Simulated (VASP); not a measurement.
Runs of VASP 6.6.1 on C. The structure is that of space group R-3m (No. 166), or close to it. The cells are those of the table. 

```csv
cell,gap on the mesh (eV),pressure (GPa),largest force (eV/Å)
"a = 3.587 Å, angles 42.1°, 2 atoms",(a),-33.4,0.83
"a = 3.482 Å, angles 41.3°, 2 atoms",1.04,1.7,0.83
"a = 3.621 Å, angles 38.6°, 2 atoms",0.77,25.0,0.89
"a = 3.764 Å, angles 36.1°, 2 atoms",0.56,(b),0.90
"a = 3.544 Å, angles 39.5°, 2 atoms",(d),26.0,0.86
"a = 3.453 Å, angles 39.5°, 2 atoms",0.98,59.1,0.79
"a = 3.558 Å, angles 40.4°, 2 atoms",0.91,1.2,(c)
"a = 3.712 Å, angles 38.6°, 2 atoms",0.69,0.6,0.93
"a = 3.699 Å, angles 37.8°, 2 atoms",0.67,24.2,0.91
"a = 3.777 Å, angles 37.0°, 2 atoms",0.58,23.4,0.94
```

Alike in all rows: task single point; level r2SCAN; potentials or basis VASP PAW PBE potentials, release 64 (C); no spin polarisation; k mesh 12 × 12 × 12; cutoff (eV) 520; smearing gaussian 0.05 eV.

Fill in the values left out.

(a) 0.95; (b) 52.4; (c) 0.87; (d) 0.88.

Caveats: the PAW data sets were made with another functional, which shifts forces and pressure a little.

A k mesh can miss the band edges.
